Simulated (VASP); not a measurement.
A run of VASP 6.6.1 is set up as follows.

File INCAR:

```
SYSTEM = Li16Au
PREC = Accurate
ENCUT = 520
EDIFF = 1E-7
ISMEAR = 0
SIGMA = 0.1
LREAL = Auto
LASPH = .True.
NELM = 80
ALGO = Normal
ISIF = 2
LWAVE = .False.
LCHARG = .False.
GGA = PS
NBANDS = 44
```

Contents of KPOINTS:

```
Automatic mesh
0
Gamma
  3 3 1
  0 0 0
```

File POSCAR:

```
Li16Au
1.0
    6.9800000000      0.0000000000      0.0000000000
    3.4900000000      4.9356050000      0.0000000000
    0.0000000000      0.0000000000     19.4034080000
Li Au
16 1
Direct
   -0.2500000507      0.5000001013      0.0515373382
    0.2499999493      0.5000001013      0.0515373382
   -0.2500000000      1.0000000000      0.0515373382
    0.2500000000      1.0000000000      0.0515373382
    0.0030473808      0.0002218573      0.1704573238
    0.4967478315      0.0004799817      0.1703721326
    0.0007846429      0.4984161010      0.1728120648
    0.4995401563      0.5012560770      0.1725435037
   -0.2519329138      0.4971145381      0.3021300691
    0.2556645550      0.4972932396      0.3020595660
   -0.2467144032      0.9938202105      0.2894366804
    0.2488388083      1.0035527559      0.2902492181
    0.0199827029     -0.0068184144      0.4114988975
    0.4876612998     -0.0061400781      0.4115690398
   -0.0140126340      0.5294252680      0.4363134043
    0.5215295044      0.4569885556      0.4382268311
    0.7553274570      0.9908015329      0.4959586996
```

Potentials or basis: VASP PAW PBE potentials, release 64 (Li_sv, Au).

The run is started by

```console
$ cat potpaw_PBE.64/Li_sv/POTCAR potpaw_PBE.64/Au/POTCAR > POTCAR
$ mpirun -np 1 vasp_std > vasp.out
```

What does it give for the largest force?

0.037 eV/Å.

Forces in eV/Å, atoms in the order of the input:
```
Li   0.001 -0.001  0.012
Li  -0.001 -0.001  0.013
Li   0.000  0.001 -0.003
Li   0.000  0.000 -0.037
Li  -0.005  0.001  0.005
Li   0.006 -0.002  0.005
Li   0.000  0.006  0.007
Li   0.000 -0.004  0.005
Li   0.001  0.000 -0.007
Li  -0.002  0.002 -0.006
Li   0.001 -0.005 -0.012
Li   0.001  0.000 -0.015
Li  -0.001  0.009  0.006
Li  -0.003 -0.001  0.006
Li  -0.001 -0.008  0.002
Li   0.004  0.003  0.007
Au  -0.001 -0.001  0.013
```

Caveat: the k points lie up to 0.42 Å⁻¹ apart; the PAW data sets were made with another functional, which shifts forces and pressure a little.
